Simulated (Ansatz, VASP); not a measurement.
**Two plane-wave programs on IrPt2**

The input INCAR:

```
PREC = Accurate
ENCUT = 500
EDIFF = 1E-6
ISMEAR = 0
SIGMA = 0.1
LREAL = F
LASPH = T
NELM = 120
ALGO = Normal
ISIF = 2
LWAVE = F
LCHARG = T
GGA = PE
LELF = T
LVHAR = T
NBANDS = 22
GGA_COMPAT = F
```

File KPOINTS:

```
Automatic mesh
0
Gamma
  8 8 8
```

File POSCAR:

```
IrPt2
1.0
   -1.3913971689      1.3913971689      5.9197671459
    1.3913971689     -1.3913971689      5.9197671459
    1.3913971689      1.3913971689     -5.9197671459
Ir Pt
1 2
Direct
    0.0000000000      0.0000000000      0.0000000000
    0.3370473802      0.3370473802      0.0000000000
    0.6629526198      0.6629526198      0.0000000000
```

Input for Ansatz:

```yaml
crystal:
  lattice:
    - [-1.3913971689, 1.3913971689, 5.9197671459]
    - [1.3913971689, -1.3913971689, 5.9197671459]
    - [1.3913971689, 1.3913971689, -5.9197671459]
  atoms:
    - { symbol: Ir, position: [0.0, 0.0, 0.0] }
    - { symbol: Pt, position: [0.3370473802, 0.3370473802, 0.0] }
    - { symbol: Pt, position: [0.6629526198, 0.6629526198, 0.0] }
basis:
  ecutwfc: 420
kpoints:
  mp_grid: { grid: [8, 8, 8] }
hamiltonian:
  xc: pbe
scf:
  occupations: { method: gaussian, width: 0.1 }
  lower_state_search: "off"
output:
  forces: true
  stress: true
  eigenvalues: true
```

Alike in both runs: task single point; functional PBE; k mesh 8 × 8 × 8; occupations gaussian, width 0.1 eV; no spin polarisation.

|  | VASP | Ansatz |
| --- | --- | --- |
| version | VASP 6.6.1 | Ansatz 0.2.0 |
| potentials or method | VASP PAW PBE potentials, release 64 (Ir, Pt), cutoff 500 eV | scalar-relativistic, plane waves, PAW |
| valence electrons in the cell | 29 | 53 |

Ansatz gave:

| Quantity | Value |
| --- | --- |
| gap on the k mesh at the Fermi level (eV) | none |
| pressure (GPa) | -0.1 |
| traceless stress, the component that is largest in VASP (GPa) | -1.07 |
| rms of the force components (eV/Å) | 0.034 |

Problem. Estimate VASP's values.

Solution. gap on the k mesh at the Fermi level (eV): none; pressure (GPa): -0.4; traceless stress, the component that is largest in VASP (GPa): -1.07; rms of the force components (eV/Å): 0.047.

Atom by atom the forces differ by 0.013 eV/Å (rms over components). A gap of «none» marks a metal or a gap that the smearing closes. VASP's potentials hold 29 valence electrons a cell and Ansatz's 53, so a difference there can come from the potentials and not from the codes.

The k mesh is coarse, so the values compare programs but aren't converged. Neither program's run includes spin-orbit coupling.
